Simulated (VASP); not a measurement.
The system is ScNb.

```xyz
2
Lattice="3.0656 0.0000 0.0000 -1.5328 2.6549 0.0000 0.0000 0.0000 5.0722" Properties=species:S:1:pos:R:3 pbc="T T T"
Nb    0.0000    1.7700    2.5361
Sc    0.0000    0.0000    0.0000
```

```yaml
Program: VASP 6.6.1
Task: relaxation of cell and atoms
Functional: PBEsol
Potentials_or_basis: VASP PAW PBE potentials, release 64 (Nb_sv, Sc_sv)
Cutoff: 600 eV
k_mesh: 10 × 10 × 5
Occupations: fermi-dirac, width 0.05 eV
Spin: no spin polarisation
```

At the start: pressure -4.1 GPa; volume 20.64 Å³/atom.

Task: How do energy, volume and symmetry change on relaxing?

Result: Over 3 steps the energy falls by 10.7 meV/atom and the volume is 19.83 Å³/atom (-3.9 %); space group P-6m2 (No. 187, to 0.1 Å) before and after.

Step by step:
| step | energy change (eV) | largest force (eV/Å) | pressure (GPa) | volume (Å³) |
| --- | --- | --- | --- | --- |
| 1 | 0.0000 | 0.0000 | -4.07 | 41.28 |
| 2 | -0.0033 | 0.0000 | 4.15 | 38.23 |
| 3 | -0.0213 | 0.0000 | -0.03 | 39.66 |

Final structure:
```
Nb Sc
1.0
     3.02607    0.00000    0.00000
    -1.51303    2.62065    0.00000
     0.00000    0.00000    5.00117
Nb Sc
1 1
Direct
  0.33333 0.66667 0.50000
  0.00000 0.00000 0.00000
```

Caveat: the PAW data sets were made with another functional, which shifts forces and pressure a little.
